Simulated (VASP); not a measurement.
Li2TaSb2:

```
Li Ta Sb
1.0
     3.84857    0.00000    0.00000
     0.00000    3.84857    0.00000
     0.00000    0.00000    7.72144
Li Ta Sb
2 1 2
Direct
  0.50000 0.50000 0.66409
  0.50000 0.50000 0.33591
  0.00000 0.00000 0.00000
  0.00000 0.00000 0.50000
  0.50000 0.50000 0.00000
```

The cell was generated, and may not be a known phase.

| Property | Result |
| --- | --- |
| Program | VASP 6.6.1 |
| Task | relaxation of cell and atoms |
| Functional | PBE |
| Potentials or basis | VASP PAW PBE potentials, release 64 (Li_sv, Ta_pv, Sb) |
| Cutoff | 600 eV |
| k mesh | 10 × 10 × 6 |
| Occupations | gaussian, width 0.1 eV |
| Spin | no spin polarisation |

At the start: pressure -0.3 GPa; volume 22.87 Å³/atom.

How do energy, volume and symmetry change on relaxing?

Over 8 steps the energy falls by 11.3 meV/atom and the volume is 21.85 Å³/atom (-4.5 %); space group P4/mmm (No. 123, to 0.1 Å) before and after.

Step by step:
| step | energy change (eV) | largest force (eV/Å) | pressure (GPa) | volume (Å³) |
| --- | --- | --- | --- | --- |
| 1 | 0.0000 | 0.1074 | -0.33 | 114.37 |
| 2 | -0.0195 | 0.1393 | -0.48 | 113.59 |
| 3 | -0.0419 | 0.2137 | -0.74 | 112.00 |
| 4 | -0.0435 | 0.2463 | -0.81 | 111.39 |
| 5 | -0.0526 | 0.1733 | 0.22 | 108.83 |
| 6 | -0.0530 | 0.1684 | 0.27 | 108.69 |
| 7 | -0.0560 | 0.0653 | 0.11 | 109.01 |
| 8 | -0.0566 | 0.0077 | 0.00 | 109.24 |

Final structure:
```
CELL_PARAMETERS angstrom
3.87823 0.00000 0.00000
0.00000 3.87823 0.00000
0.00000 0.00000 7.26295
ATOMIC_POSITIONS crystal
Li 0.50000 0.50000 0.65656
Li 0.50000 0.50000 0.34344
Ta 0.00000 0.00000 0.00000
Sb 0.00000 0.00000 0.50000
Sb 0.50000 0.50000 0.00000
```

Caveat: the cutoff is under 1.25 times the usual one of these potentials, so pressure, stress and relaxed cells hold a basis-set (Pulay) error.
